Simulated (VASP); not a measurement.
# Hf (P6/mmm) in VASP: further runs

Hf is run at these levels: PBE; tasks: single point.

Program: VASP 6.6.1. These are calculated values, not measurements. Logs are shortened: lines on timing, memory, paths and dates and some standing lists are left out, and cuts for length are marked.

### 1 The cell of the first run

Symmetry: P6/mmm, No. 191, hexagonal system. Conventional cell: a = 2.410 Å, b = 2.410 Å, c = 2.322 Å, α = 90.00°, β = 90.00°, γ = 120.00°. Within 3.1 Å of Hf (site symmetry 6/mmm) lie 8 Hf at 2.32 to 2.41 Å.

### 2 Single point, PBE (volume scaled by 0.5)

File INCAR:

```
SYSTEM = Hf
PREC = Accurate ; ENCUT = 520
EDIFF = 1E-7 ; ISMEAR = -1
SIGMA = 0.1 ; LREAL = .False.
LASPH = .True. ; NELM = 80
ALGO = Normal ; ISIF = 2
LWAVE = .False. ; LCHARG = .False.
GGA = PE ; NBANDS = 11
```

File KPOINTS:

```
Automatic mesh
0
Gamma
  16 16 15
  0 0 0
```

File POSCAR:

```
Hf
1.0
    2.4101413626      0.0000000000      0.0000000000
   -1.2050706813      2.0872436467      0.0000000000
    0.0000000000      0.0000000000      2.3221659353
Hf
1
Direct
    0.0000000000      0.0000000000      0.0000000000
```

Potentials or basis: VASP PAW PBE potentials, release 64 (Hf_pv).

On the command line:

```console
$ cat potpaw_PBE.64/Hf_pv/POTCAR > POTCAR
$ mpirun -np 1 vasp_std > vasp.out
```

OUTCAR:

```text
SYSTEM = Hf
   PREC = Accurate
   ENCUT = 520
   EDIFF = 1E-7
   ISMEAR = -1
   LREAL = .False.
   LASPH = .True.
   NELM = 80
   ISIF = 2
   GGA = PE

 ion  position               nearest neighbor table
   1  0.000  0.000  0.000-

  LATTYP: Found a hexagonal cell.
 ALAT       =     2.4101413626
 C/A-ratio  =     0.9634978144

  Lattice vectors:

 A1 = (   2.4101413626,   0.0000000000,   0.0000000000)
 A2 = (  -1.2050706813,   2.0872436467,   0.0000000000)
 A3 = (   0.0000000000,   0.0000000000,   2.3221659353)

Analysis of symmetry for initial positions (statically):
=====================================================================
 Subroutine PRICEL returns:
 Original cell was already a primitive cell.

 Routine SETGRP: Setting up the symmetry group for a
 hexagonal supercell.

 Subroutine GETGRP returns: Found 24 space group operations
 (whereof 24 operations were pure point group operations)
 out of a pool of 24 trial point group operations.

The static configuration has the point symmetry D_6h.

Analysis of symmetry for dynamics (positions and initial velocities):
=====================================================================
 Subroutine PRICEL returns:
 Original cell was already a primitive cell.

 Routine SETGRP: Setting up the symmetry group for a
 hexagonal supercell.

 Subroutine GETGRP returns: Found 24 space group operations
 (whereof 24 operations were pure point group operations)
 out of a pool of 24 trial point group operations.

The dynamic configuration has the point symmetry D_6h.

 Subroutine INISYM returns: Found 24 space group operations
 (whereof 24 operations are pure point group operations),
 and found     1 'primitive' translations

----------------------------------------------------------------------------------------

                                     Primitive cell

  volume of cell :      11.6818

  direct lattice vectors                    reciprocal lattice vectors
     2.410141363  0.000000000  0.000000000     0.414913422  0.239550376  0.000000000
    -1.205070681  2.087243647  0.000000000     0.000000000  0.479100752  0.000000000
     0.000000000  0.000000000  2.322165935     0.000000000  0.000000000  0.430632447

  length of vectors
     2.410141363  2.410141363  2.322165935     0.479100752  0.479100752  0.430632447

  position of ions in fractional coordinates (direct lattice)
     0.000000000  0.000000000  0.000000000

  ion indices of the primitive-cell ions
   primitive index   ion index
                 1           1

----------------------------------------------------------------------------------------

 KPOINTS: Automatic mesh

Automatic generation of k-mesh.
 Grid dimensions read from file:
 generate k-points for:   16   16   15

 Generating k-lattice:

  Cartesian coordinates                     Fractional coordinates (reciprocal lattice)
     0.025932089  0.014971898  0.000000000     0.062500000  0.000000000  0.000000000
     0.000000000  0.029943797  0.000000000     0.000000000  0.062500000  0.000000000
     0.000000000  0.000000000  0.028708830     0.000000000  0.000000000  0.066666667

  Length of vectors
     0.029943797  0.029943797  0.028708830

  Shift w.r.t. Gamma in fractional coordinates (k-lattice)
     0.000000000  0.000000000  0.000000000

 Subroutine IBZKPT returns following result:
 ===========================================

 Found    240 irreducible k-points:

 Following reciprocal coordinates:
            Coordinates               Weight
  0.000000  0.000000  0.000000      1.000000
  0.062500 -0.000000  0.000000      6.000000
  0.125000 -0.000000  0.000000      6.000000
  0.187500 -0.000000  0.000000      6.000000
  0.250000 -0.000000  0.000000      6.000000
  0.312500 -0.000000  0.000000      6.000000
[... 16 lines left out ...]
  0.187500  0.187500  0.000000      6.000000
  0.250000  0.187500  0.000000     12.000000
 [... further k-points ...]
   k-points           NKPTS =    240   k-points in BZ     NKDIM =    240   number of bands    NBANDS=     11
   number of dos      NEDOS =    301   number of ions     NIONS =      1
   total plane-waves  NPLWV =   5832
   dimension x,y,z NGX =    18 NGY =   18 NGZ =   18
   dimension x,y,z NGXF=    36 NGYF=   36 NGZF=   36
   ions per type =               1
   NGX,Y,Z   is equivalent  to a cutoff of  12.42, 12.42, 12.89 a.u.
   NGXF,Y,Z  is equivalent  to a cutoff of  24.83, 24.83, 25.77 a.u.
 SYSTEM =  Hf
   PREC   = accura    normal or accurate (medium, high low for compatibility)
   ISTART =      0    job   : 0-new  1-cont  2-samecut
   ICHARG =      2    charge: 1-file 2-atom 10-const
   ISPIN  =      1    spin polarized calculation?
   LNONCOLLINEAR =      F non collinear calculations
   LSORBIT =      F    spin-orbit coupling
   LASPH  =      T    aspherical Exc in radial PAW
   ENCUT  =  520.0 eV  38.22 Ry    6.18 a.u.   4.48  4.48  4.32*2*pi/ulx,y,z
   NELM   =     80;   NELMIN=  2; NELMDL= -5     # of ELM steps
   EDIFF  = 0.1E-06   stopping-criterion for ELM
   LREAL  =      F    real-space projection
   EDIFFG = 0.1E-05   stopping-criterion for IOM
   NSW    =      0    number of steps for IOM
   IBRION =     -1    ionic relax: 0-MD 1-quasi-New 2-CG
   NFREE  =      0    steps in history (QN), initial steepest desc. (CG)
   ISIF   =      2    stress and relaxation
   ISYM   =      2    0-nonsym 1-usesym 2-fastsym
   POTIM  = 0.5000    time-step for ionic-motion
   TEBEG  =    0.0;   TEEND  =   0.0 temperature during run
   PSTRESS=    0.0 pullay stress
   NELECT =      10.0000    total number of electrons
   NUPDOWN=      -1.0000    fix difference up-down
   EMIN   =  10.00;   EMAX   =-10.00  energy-range for DOS
   EFERMI =   0.00;   METHOD = LEGACY
   ISMEAR =    -1;   SIGMA  =   0.10  broadening in eV -4-tet -1-fermi 0-gaus
   EFERMI_NEDOS =   21; number of points for ismear=-14 and -15
   IALGO  =     38    algorithm
   IMIX   =      4    mixing-type and parameters
     AMIX     =   0.40;   BMIX     =  1.00
     AMIX_MAG =   1.60;   BMIX_MAG =  1.00
  volume/ion in A,a.u.               =      11.68        78.83
  Fermi-wavevector in a.u.,A,eV,Ry     =   1.554432  2.937451 32.875217  2.416260
  Thomas-Fermi vector in A             =   2.658519
   LORBIT       =      0    0 simple, 1 ext, 2 COOP (PROOUT), +10 PAW based schemes
   GGA     = PE    functional components
   LHFCALC =     F    Hartree Fock is set to
   AEXX    =    0.0000 exact exchange contribution
   IVDW    =     0    specifies the selected vdW correction
   LEPSILON=     F    determine dielectric tensor
   LRPA    =     F    only Hartree local field effects (RPA)
 non-spin polarized calculation
  energy-cutoff  :      520.00
  volume of cell :       11.68
 maximum number of plane-waves:       332
 NGX is ok and might be reduce to    18

 number of electron      10.0000004 magnetization

 Free energy of the ion-electron system (eV)
  ---------------------------------------------------
  ext. energy  EPLUGINS =         0.00000000
  ---------------------------------------------------
  free energy    TOTEN  =        -4.91335057 eV

  energy without entropy =       -4.89815072  energy(sigma->0) =       -4.90575064

 E-fermi :  10.1291     XC(G=0): -14.6028

 val. band max:       10.1186810987   @ k =   0.1875   0.1250   0.1333
 cond. band min:      10.1617282467   @ k =   0.3750   0.1250   0.4667
 fundamental gap:      0.0430471480
 Fermi energy:        10.1291171816

 k-point     1 :       0.0000    0.0000    0.0000
  band No.  band energies     occupation
      1     -17.8115      2.00000
      2     -17.3556      2.00000
      3     -17.3556      2.00000
      4       2.2441      2.00000
      5       5.6327      2.00000
      6      11.6062      0.00000
      7      11.6062      0.00000
      8      23.6577      0.00000
      9      23.6577      0.00000
     10      24.7147      0.00000
     11      24.7860      0.00000

 k-point     2 :       0.0625   -0.0000    0.0000
  band No.  band energies     occupation
      1     -17.7808      2.00000
      2     -17.6632      2.00000
      3     -17.4159      2.00000
      4       2.5619      2.00000
      5       5.8353      2.00000
      6      11.1964      0.00005
      7      11.9169      0.00000
      8      22.8524      0.00000
      9      23.5586      0.00000
     10      24.7135      0.00000
     11      25.6221      0.00000

 k-point     3 :       0.1250   -0.0000    0.0000
  band No.  band energies     occupation
      1     -18.4851      2.00000
      2     -17.6924      2.00000
      3     -17.5840      2.00000
      4       3.3417      2.00000
      5       6.4020      2.00000
      6      10.3582      0.18384
      7      12.8314      0.00000
      8      21.1456      0.00000
      9      23.2846      0.00000
     10      24.7098      0.00000
     11      27.8149      0.00000

 k-point     4 :       0.1875   -0.0000    0.0000
  band No.  band energies     occupation
      1     -19.5981      2.00000
      2     -17.8266      2.00000
      3     -17.5577      2.00000
      4       4.2214      2.00000
      5       6.8763      2.00000
      6      10.1010      1.13976
      7      14.2995      0.00000
      8      19.2911      0.00000
      9      22.8953      0.00000
     10      24.7035      0.00000
     11      30.7340      0.00000

 k-point     5 :       0.2500   -0.0000    0.0000
  band No.  band energies     occupation
      1     -20.7779      2.00000
      2     -18.1003      2.00000
      3     -17.3950      2.00000
      4       4.8570      2.00000
      5       6.6957      2.00000
      6      11.2694      0.00002
      7      16.2448      0.00000
      8      17.5856      0.00000
      9      22.4639      0.00000
     10      24.6941      0.00000
     11      29.7468      0.00000
[... 211 lines left out ...]
 k-point    21 :       0.3750    0.1250    0.0000
  band No.  band energies     occupation
      1     -23.0273      2.00000
      2     -19.4198      2.00000
      3     -16.9492      2.00000
      4       5.4361      2.00000
      5       8.3754      2.00000
      6      14.1356      0.00000
      7      14.7168      0.00000
      8      20.2157      0.00000
      9      22.8328      0.00000
     10      24.6858      0.00000
     11      28.4551      0.00000

 k-point    22 :       0.4375    0.1250    0.0000
  band No.  band energies     occupation
      1     -23.1845      2.00000
      2     -19.4893      2.00000
      3     -16.9166      2.00000
      4       5.3106      2.00000
      5       8.6094      2.00000
      6      14.4717      0.00000
      7      14.5276      0.00000
      8      20.1047      0.00000
      9      23.8061      0.00000
     10      24.6734      0.00000
     11      27.6985      0.00000

 k-point    23 :       0.1875    0.1875    0.0000
  band No.  band energies     occupation
      1     -21.6621      2.00000
      2     -19.0603      2.00000
      3     -17.1894      2.00000
      4       6.5492      2.00000
      5       8.1101      2.00000
      6       9.7544      1.95391
      7      16.4150      0.00000
      8      19.7017      0.00000
      9      20.7694      0.00000
     10      24.6851      0.00000
     11      29.6062      0.00000

 k-point    24 :       0.2500    0.1875    0.0000
  band No.  band energies     occupation
      1     -22.2355      2.00000
      2     -19.5796      2.00000
      3     -17.0550      2.00000
      4       7.2391      2.00000
      5       7.9534      2.00000
      6      11.1063      0.00011
      7      15.7056      0.00000
      8      19.9173      0.00000
      9      21.1440      0.00000
     10      24.6854      0.00000
     11      28.5251      0.00000

 [... further k-points ...]

------------------------ aborting loop because EDIFF is reached ----------------------------------------

  FORCE on cell =-STRESS in cart. coord.  units (eV):
  Direction    XX          YY          ZZ          XY          YZ          ZX
  --------------------------------------------------------------------------------------
  -------------------------------------------------------------------------------------
  Total       16.2652201     16.2652201     16.2677460      0.0000000      0.0000000      0.0000000
  in kB     2230.8050173   2230.8050173   2231.1514518      0.0000000      0.0000000      0.0000000
  external PRESSURE =    2230.9204955 kB  Pullay stress =       0.0000000 kB

 VOLUME and BASIS-vectors are now :
 -----------------------------------------------------------------------------
  energy-cutoff  :      520.00
  volume of cell :       11.68
      direct lattice vectors                 reciprocal lattice vectors
     2.410141363  0.000000000  0.000000000     0.414913422  0.239550376  0.000000000
    -1.205070681  2.087243647  0.000000000     0.000000000  0.479100752  0.000000000
     0.000000000  0.000000000  2.322165935     0.000000000  0.000000000  0.430632447

 POSITION                                       TOTAL-FORCE (eV/Angst)
 -----------------------------------------------------------------------------------
      0.00000      0.00000      0.00000        -0.000000      0.000000      0.000000
 -----------------------------------------------------------------------------------
    total drift:                                0.000000      0.000000      0.000000

  FREE ENERGIE OF THE ION-ELECTRON SYSTEM (eV)
  ---------------------------------------------------
  free  energy   TOTEN  =        -4.9133505653 eV

  energy  without entropy=       -4.8981507203  energy(sigma->0) =       -4.90575064
```

Wall time 10 s (1 thread of Intel Xeon 6975P-C (Granite Rapids), shared host); peak memory 0.14 GiB.

What came out:

```yaml
Free_energy: -4.9134 eV
Pressure: 223.1 GPa
Band_gap_on_the_k_mesh: zero (band 5 reaches 12.83 eV, above the bottom of band 6 at 8.85 eV)
```

Levels at points of the mesh, in eV from the Fermi level:
```
           k point  band 2  band 3  band 4  band 5  band 6  band 7  band 8  band 9
(0.00, 0.00, 0.00)  -27.48  -27.48   -7.89   -4.50    1.48    1.48   13.53   13.53
(0.50, 0.00, 0.00)  -28.89  -27.08   -6.38   -1.69    4.07    5.02   11.32   14.56
```

Caveat: the cell differs from its parent crystal (volume scaled by 0.5); spin-orbit coupling is left out, which moves the levels of the heavy elements.

### 3 Single point, PBE

This run uses another cell than the first one, of 13.55 Å³/atom, 1.160 times its volume.

File INCAR:

```
ALGO = Normal ; EDIFF = 1E-6
ENCUT = 520 ; GGA = PE
ISIF = 2 ; ISMEAR = -1
LASPH = True ; LCHARG = True
LELF = True ; LREAL = False
LVHAR = True ; LWAVE = False
NBANDS = 11 ; NELM = 100
PREC = Accurate ; SIGMA = 0.1
```

File KPOINTS:

```
k-points
0
Gamma
  16 16 15
```

File POSCAR:

```
Hf
1.0
    2.5309716894      0.0000000000      0.0000000000
   -1.2654858447      2.1918857792      0.0000000000
    0.0000000000      0.0000000000      2.4426525540
Hf
1
Direct
    0.0000000000      0.0000000000      0.0000000000
```

Potentials or basis: VASP PAW PBE potentials, release 64 (Hf_pv).

On the command line:

```console
$ cat potpaw_PBE.64/Hf_pv/POTCAR > POTCAR
$ mpirun -np 1 vasp_std > vasp.out
```

OUTCAR:

```text
EDIFF = 1E-6
   ENCUT = 520
   GGA = PE
   ISIF = 2
   ISMEAR = -1
   LASPH = True
   LREAL = False
   NELM = 100
   PREC = Accurate

 ion  position               nearest neighbor table
   1  0.000  0.000  0.000-

  LATTYP: Found a hexagonal cell.
 ALAT       =     2.5309716894
 C/A-ratio  =     0.9651046530

  Lattice vectors:

 A1 = (   2.5309716894,   0.0000000000,   0.0000000000)
 A2 = (  -1.2654858447,   2.1918857792,   0.0000000000)
[... 515 lines left out ...]
     11      25.3232      0.00000

 [... further k-points ...]

------------------------ aborting loop because EDIFF is reached ----------------------------------------

  FORCE on cell =-STRESS in cart. coord.  units (eV):
  Direction    XX          YY          ZZ          XY          YZ          ZX
  --------------------------------------------------------------------------------------
  -------------------------------------------------------------------------------------
  Total       11.0087161     11.0087161     10.9488062      0.0000000      0.0000000      0.0000000
  in kB     1301.6084231   1301.6084230   1294.5250193      0.0000000      0.0000000      0.0000000
  external PRESSURE =    1299.2472885 kB  Pullay stress =       0.0000000 kB

 VOLUME and BASIS-vectors are now :
 -----------------------------------------------------------------------------
  energy-cutoff  :      520.00
  volume of cell :       13.55
      direct lattice vectors                 reciprocal lattice vectors
     2.530971689  0.000000000  0.000000000     0.395105170  0.228114076  0.000000000
    -1.265485845  2.191885779  0.000000000     0.000000000  0.456228153  0.000000000
     0.000000000  0.000000000  2.442652554     0.000000000  0.000000000  0.409391012

 POSITION                                       TOTAL-FORCE (eV/Angst)
 -----------------------------------------------------------------------------------
      0.00000      0.00000      0.00000         0.000000      0.000000      0.000000
 -----------------------------------------------------------------------------------
    total drift:                                0.000000      0.000000      0.000000

  FREE ENERGIE OF THE ION-ELECTRON SYSTEM (eV)
  ---------------------------------------------------
  free  energy   TOTEN  =        -6.9180442763 eV

  energy  without entropy=       -6.9019999939  energy(sigma->0) =       -6.91002214
```

OSZICAR:

```text
N       E                     dE             d eps       ncg     rms          rms(c)
DAV:   1     0.194172854697E+02    0.19417E+02   -0.60179E+03  5339   0.903E+02
DAV:   2    -0.674018417676E+01   -0.26157E+02   -0.25281E+02  6347   0.175E+02
DAV:   3    -0.712942815574E+01   -0.38924E+00   -0.38802E+00  6287   0.148E+01
DAV:   4    -0.712999184771E+01   -0.56369E-03   -0.56367E-03  5755   0.689E-01
DAV:   5    -0.712999281266E+01   -0.96495E-06   -0.96595E-06  6129   0.261E-02    0.607E+01
DAV:   6    -0.697617209030E+01    0.15382E+00   -0.86595E-02  5967   0.214E+00    0.359E+01
DAV:   7    -0.691955305087E+01    0.56619E-01   -0.12661E-01  5998   0.250E+00    0.131E+00
DAV:   8    -0.691803404739E+01    0.15190E-02   -0.63027E-03  5790   0.605E-01    0.128E-01
DAV:   9    -0.691804512164E+01   -0.11074E-04   -0.78778E-05  6054   0.815E-02    0.408E-02
DAV:  10    -0.691804427633E+01    0.84531E-06   -0.68406E-06  5744   0.206E-02
   1 F= -.69180443E+01 E0= -.69100221E+01  d E =-.160443E-01
```

stdout:

```text
POSCAR found type information on POSCAR Hf
 POSCAR found :  1 types and       1 ions
 scaLAPACK will be used
 LDA part: xc-table for (Slater+PW92), standard interpolation
 POSCAR, INCAR and KPOINTS ok, starting setup
 FFT: planning ... GRIDC
 FFT: planning ... GRID_SOFT
 FFT: planning ... GRID
 WAVECAR not read
 entering main loop
```

Wall time 10 s (1 thread of Intel Xeon 6975P-C (Granite Rapids), shared host); peak memory 0.15 GiB.

Results:

| Item | Value |
| --- | --- |
| Free energy | -6.9180 eV |
| Pressure | 129.9 GPa |
| Band gap on the k mesh | zero (band 5 reaches 10.27 eV, above the bottom of band 6 at 7.80 eV) |

Levels at points of the mesh, in eV from the Fermi level:
| k point | band 2 | band 3 | band 4 | band 5 | band 6 | band 7 | band 8 | band 9 |
| --- | --- | --- | --- | --- | --- | --- | --- | --- |
| (0.00, 0.00, 0.00) | -28.02 | -28.02 | -7.95 | -3.61 | 1.65 | 1.65 | 11.70 | 11.70 |
| (0.50, 0.00, 0.00) | -29.01 | -27.78 | -5.45 | -1.52 | 3.70 | 3.88 | 9.91 | 12.70 |

Caveat: spin-orbit coupling is left out, which moves the levels of the heavy elements.

### 4 Single point, PBE

File INCAR:

```
SYSTEM = Hf
  PREC = Accurate
  ENCUT = 520
  EDIFF = 1E-6
  ISMEAR = -1
  SIGMA = 0.1
  LREAL = .False.
  LASPH = .True.
  NELM = 80
  ALGO = Normal
  ISIF = 2
  LWAVE = .False.
  LCHARG = .False.
  GGA = PE
  NBANDS = 11
```

File KPOINTS:

```
Automatic mesh
0
Gamma
  16 16 15
  0 0 0
```

POSCAR is that of step 3.

On the command line:

```console
$ cat potpaw_PBE.64/Hf_pv/POTCAR > POTCAR
$ mpirun -np 1 vasp_std > vasp.out
```

It took 9.8 s on 1 thread of Intel Xeon 6975P-C (Granite Rapids), shared host; peak memory 0.15 GiB.

It converged, with:

- Free energy: -6.9180 eV
- Pressure: 129.9 GPa
- Band gap on the k mesh: zero (band 5 reaches 10.27 eV, above the bottom of band 6 at 7.80 eV)

Stress tensor (GPa, compression positive):
```
130.16   0.00   0.00
  0.00 130.16   0.00
  0.00   0.00 129.45
```

Levels at points of the mesh, in eV from the Fermi level:
```tsv
k point	band 3	band 4	band 5	band 6	band 7	band 8
(0.00, 0.00, 0.00)	-28.02	-7.95	-3.61	1.65	1.65	11.70
(0.50, 0.00, 0.00)	-27.78	-5.45	-1.52	3.70	3.88	9.91
```

Caveat: spin-orbit coupling is left out, which moves the levels of the heavy elements.

[end of part 1 of 2]
